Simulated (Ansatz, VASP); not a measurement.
**Fe: VASP beside Ansatz**

INCAR

```
PREC = Accurate ; ENCUT = 520
EDIFF = 1E-6 ; ISMEAR = -1
SIGMA = 0.05 ; LREAL = False
LASPH = True ; NELM = 150
ALGO = Normal ; ISIF = 2
LWAVE = False ; LCHARG = False
ISPIN = 2 ; MAGMOM = 1.537 -1.537
LORBIT = 11 ; LMAXMIX = 4
GGA = PE ; NBANDS = 19
```

KPOINTS

```
regular mesh
0
Gamma
  15 15 10
```

Contents of POSCAR:

```
Fe
1.0
    2.5146257796      0.0000000000      0.0000000000
    0.0000000000      2.5146257796      0.0000000000
    0.0000000000      0.0000000000      3.8228788100
Fe
2
Direct
    1.0000000000      1.0000000000      0.0000000000
    0.5000000000      0.5000000000      0.5000000000
```

Input for Ansatz:

```yaml
crystal:
  lattice:
    - [2.5146257796, 0.0, 0.0]
    - [0.0, 2.5146257796, 0.0]
    - [0.0, 0.0, 3.82287881]
  atoms:
    - { symbol: Fe, position: [1.0, 1.0, 0.0], spin: 1.537 }
    - { symbol: Fe, position: [0.5, 0.5, 0.5], spin: -1.537 }
hamiltonian:
  xc: pbe
  pseudopotentials:
    kind: paw
    azcp:
      Fe: "pseudopotentials/Fe.paw.azcp"
basis:
  ecutwfc: 420
  fft_grid_basis: typed
kpoints:
  mp_grid: { grid: [15, 15, 10], shift: [0, 0, 0] }
magnetization:
  spin_polarized: true
scf:
  occupations: { method: fermi_dirac, width: 0.05 }
  lower_state_search: "off"
output:
  stress: true
  write_density: true
  write_potential: true
  elf: true
  volumetric_format: npy
```

Alike in both runs: task single point; functional PBE; k mesh 15 × 15 × 10; occupations fermi-dirac, width 0.05 eV; collinear spin.

```csv
,VASP,Ansatz
version,VASP 6.6.1,Ansatz 0.2.0
potentials or method,"VASP PAW PBE potentials, release 64 (Fe), cutoff 520 eV","plane waves (420 eV) with PAW, scalar-relativistic"
valence electrons in the cell,16,32
```

VASP gave:

* pressure (GPa): -16.7
* traceless stress, the component that is largest in VASP (GPa): 3.72
* net moment per atom (μB): 0.00
* size of the moment on the site where the two differ most (μB): 1.96

Question: Estimate Ansatz's values.

Answer: Pressure (GPa): -16.9; traceless stress, the component that is largest in VASP (GPa): 3.63; net moment per atom (μB): 0.00; size of the moment on the site where the two differ most (μB): 1.92.

Site moments also hang on the region over which each program counts them. With one functional, cell and mesh, what is left measures potentials, basis and numerics. VASP's potentials hold 16 valence electrons a cell and Ansatz's 32, so a difference there can come from the potentials and not from the codes.
